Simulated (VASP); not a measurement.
Wanted: the native input for a VASP 6.6.1 run.

| Property | Result |
| --- | --- |
| Task | single point |
| Functional | PBE |
| Potentials or basis | VASP PAW PBE potentials, release 64 (Na_pv, F) |
| Cutoff | 520 eV |
| k mesh | 10 × 10 × 10 |
| Occupations | gaussian, width 0.05 eV |
| Spin | no spin polarisation |
| Dipole correction | no |
| Further INCAR settings | ALGO = Normal; EDIFF = 1e-06; NBANDS = 14 |

The structure of NaF lies in POSCAR:

```
NaF
1.0
    0.0000000000      2.2858208655      2.4001119087
    2.2858208655      0.0000000000      2.4001119087
    2.2858208655      2.2858208655      0.0000000000
Na F
1 1
Direct
    0.0000000000      0.0000000000      0.0000000000
    0.5000000000      0.5000000000      0.5000000000
```

This cell differs from its parent crystal: ratio of the length along z to the lengths across it x 1.05, volume and fractional coordinates fixed.

These files were run (other wordings do the same):

INCAR

```
  PREC = Accurate
  ENCUT = 520
  EDIFF = 1E-6
  ISMEAR = 0
  SIGMA = 0.05
  LREAL = False
  LASPH = True
  NELM = 80
  ALGO = Normal
  ISIF = 2
  LWAVE = False
  LCHARG = False
  GGA = PE
  NBANDS = 14
```

KPOINTS

```
regular mesh
0
Gamma
  10 10 10
```

Potentials or basis: VASP PAW PBE potentials, release 64 (Na_pv, F).

Run with:

```console
$ cat potpaw_PBE.64/Na_pv/POTCAR potpaw_PBE.64/F/POTCAR > POTCAR
$ mpirun -np 1 vasp_std > vasp.out
```

It gave:

```json
{
  "Pressure": "1.9 GPa",
  "Band gap on the k mesh": "6.25 eV"
}
```

Wall time 59 s on 1 thread of AMD EPYC 7R13, on a shared host, peak memory 0.13 GiB.
